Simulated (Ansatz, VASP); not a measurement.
## Two plane-wave programs on Ti

The input INCAR:

```
SYSTEM = Ti
PREC = Accurate
ENCUT = 520
EDIFF = 1E-6
ISMEAR = -1
SIGMA = 0.15
LREAL = .FALSE.
LASPH = .TRUE.
NELM = 100
ALGO = Fast
ISIF = 2
LWAVE = .FALSE.
LCHARG = .FALSE.
GGA = PS
NBANDS = 12
```

The input KPOINTS:

```
Automatic mesh
0
G
  20 20 20
  0 0 0
```

POSCAR

```
Ti
1.0
   -1.6203130490      1.6203130490      1.6203130490
    1.6203130490     -1.6203130490      1.6203130490
    1.6203130490      1.6203130490     -1.6203130490
Ti
1
Direct
    0.0000000000      0.0000000000      0.0000000000
```

Input for Ansatz:

```yaml
crystal:
  lattice:
    - [-1.620313049, 1.620313049, 1.620313049]
    - [1.620313049, -1.620313049, 1.620313049]
    - [1.620313049, 1.620313049, -1.620313049]
  atoms:
    - { symbol: Ti, position: [0.0, 0.0, 0.0] }
basis:
  ecutwfc: 420
kpoints:
  mp_grid: { grid: [20, 20, 20] }
hamiltonian:
  xc: pbesol
scf:
  occupations: { method: fermi_dirac, width: 0.15 }
output:
  forces: true
  stress: true
  eigenvalues: true
  write_density: true
  write_potential: true
  elf: true
  volumetric_format: npy
```

Alike in both runs: task single point; functional PBEsol; k mesh 20 × 20 × 20; occupations fermi-dirac, width 0.15 eV; no spin polarisation.

|  | VASP | Ansatz |
| --- | --- | --- |
| version | VASP 6.6.1 | Ansatz 0.2.0 |
| potentials or method | VASP PAW PBE potentials, release 64 (Ti_sv), cutoff 520 eV | scalar-relativistic, plane waves, PAW |
| valence electrons in the cell | 12 | 12 |

```csv
,VASP,Ansatz,Ansatz less VASP
gap on the k mesh at the Fermi level (eV),none,none,-
pressure (GPa),-2.4,-2.1,+0.27
```

VASP's potentials were made for PBE, not for PBEsol. A gap of «none» marks a metal or a gap that the smearing closes. With one functional, cell and mesh, what is left measures potentials, basis and numerics.
